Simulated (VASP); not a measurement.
Set up this calculation in VASP 6.6.1, as the native input.

```yaml
Task: single point
Functional: PBE
Potentials_or_basis: VASP PAW PBE potentials, release 64 (Ga_d, P, As)
Cutoff: 520 eV
k_mesh: 12 × 12 × 2
Occupations: gaussian, width 0.02 eV
Spin: no spin polarisation
Dipole_correction: no
Further_INCAR_settings: ALGO = Normal; EDIFF = 1e-06; NBANDS = 66
```

The structure of Ga3AsP2 lies in POSCAR:

```
Ga3AsP2
1.0
    3.9358858062      0.0000000000      0.0000000000
   -1.9679429031      3.4085770946      0.0000000000
    0.0000000000      0.0000000000     19.4699405000
Ga P As
6 4 2
Direct
    0.3333333333      0.6666666667      0.3299580000
    0.3333333333      0.6666666667      0.6666520000
    0.3333333333      0.6666666667      0.0034700000
    0.6666666667      0.3333333333      0.1666520000
    0.6666666667      0.3333333333      0.5034700000
    0.6666666667      0.3333333333      0.8299580000
    0.3333333333      0.6666666667      0.1263140000
    0.3333333333      0.6666666667      0.7898800000
    0.6666666667      0.3333333333      0.2898800000
    0.6666666667      0.3333333333      0.6263140000
    0.3333333333      0.6666666667      0.4577260000
    0.6666666667      0.3333333333      0.9577260000
```

These files were run (other wordings do the same):

INCAR

```
PREC = Accurate
ENCUT = 520
EDIFF = 1E-6
ISMEAR = 0
SIGMA = 0.02
LREAL = False
LASPH = True
NELM = 100
ALGO = Normal
ISIF = 2
LWAVE = False
LCHARG = False
GGA = PE
NBANDS = 66
```

KPOINTS

```
regular mesh
0
Gamma
  12 12 2
```

Potentials or basis: VASP PAW PBE potentials, release 64 (Ga_d, P, As).

Launch:

```bash
$ cat potpaw_PBE.64/Ga_d/POTCAR potpaw_PBE.64/P/POTCAR potpaw_PBE.64/As/POTCAR > POTCAR
$ mpirun -np 1 vasp_std > vasp.out
```

It gave:

* Pressure: 0.1 GPa
* Largest force: 0.013 eV/Å
* Band gap on the k mesh: 0.89 eV

It took 10 min on 1 thread of Intel(R) Xeon(R) Platinum 8488C (Sapphire Rapids) (shared host), peak memory 0.67 GiB.
